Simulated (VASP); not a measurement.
Input of a VASP 6.6.1 run:

File INCAR:

```
SYSTEM = AsIr
PREC = Accurate ; ENCUT = 520
EDIFF = 1E-7 ; ISMEAR = 0
SIGMA = 0.05 ; LREAL = .False.
LASPH = .True. ; NELM = 60
ALGO = Normal ; ISIF = 2
LWAVE = .False. ; LCHARG = .False.
GGA = PS ; NBANDS = 22
```

Contents of KPOINTS:

```
Automatic mesh
0
Gamma
  8 8 8
  0 0 0
```

Contents of POSCAR:

```
AsIr
1.0
    2.9162033005      0.0000000000      0.0000000000
    0.0000000000      2.8870412675      0.0000000000
    0.0000000000      0.0000000000      7.7543056971
Ir As
2 2
Direct
    0.0000000000      0.5000000000      0.0000000000
    0.5000000000      0.0000000000      0.5000000000
    0.0000000000      0.0000000000      0.2500000000
    0.0000000000      0.0000000000      0.7500000000
```

Potentials or basis: VASP PAW PBE potentials, release 64 (Ir, As).

The run is started by

```console
$ cat potpaw_PBE.64/Ir/POTCAR potpaw_PBE.64/As/POTCAR > POTCAR
$ mpirun -np 1 vasp_std > vasp.out
```

(1) What does it give for the largest force?

(2) Predict the pressure.

(3) Estimate the band gap on the k mesh.

Results:

(1) 0.163 eV/Å.

(2) 2.6 GPa.

(3) zero (band 14 reaches 8.83 eV, above the bottom of band 15 at 7.38 eV).

Caveat: the PAW data sets were made with another functional, which shifts forces and pressure a little; spin-orbit coupling is left out, which moves the levels of the heavy elements.
